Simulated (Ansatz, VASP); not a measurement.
## ReBi: VASP beside Ansatz

```
CELL_PARAMETERS angstrom
2.69521 0.00000 0.00000
0.00000 2.69521 0.00000
0.00000 0.00000 2.69521
ATOMIC_POSITIONS crystal
Re 0.00000 0.00000 0.00000
Bi 0.50000 0.50000 0.50000
```

Change from the starting cell: volume scaled by 0.5, LAPW.

Alike in both runs: task single point; functional PBE; k mesh 11 × 11 × 11; occupations fermi-dirac, width 0.05 eV; no spin polarisation.

|  | VASP | Ansatz |
| --- | --- | --- |
| version | VASP 6.6.1 | Ansatz 0.2.0 |
| potentials or method | VASP PAW PBE potentials, release 64 (Re, Bi_d), cutoff 520 eV | all-electron LAPW, scalar-relativistic |

```tsv
	VASP	Ansatz	Ansatz less VASP
pressure (GPa)	599.0	568.8	-30.19
```

Both programs put the cell under a high pressure, so it lies far from rest at this level. Ansatz ran all-electron here, and VASP with PAW potentials.

Spin-orbit coupling is off throughout. Noted on VASP's run: the cell as given lies far from equilibrium.
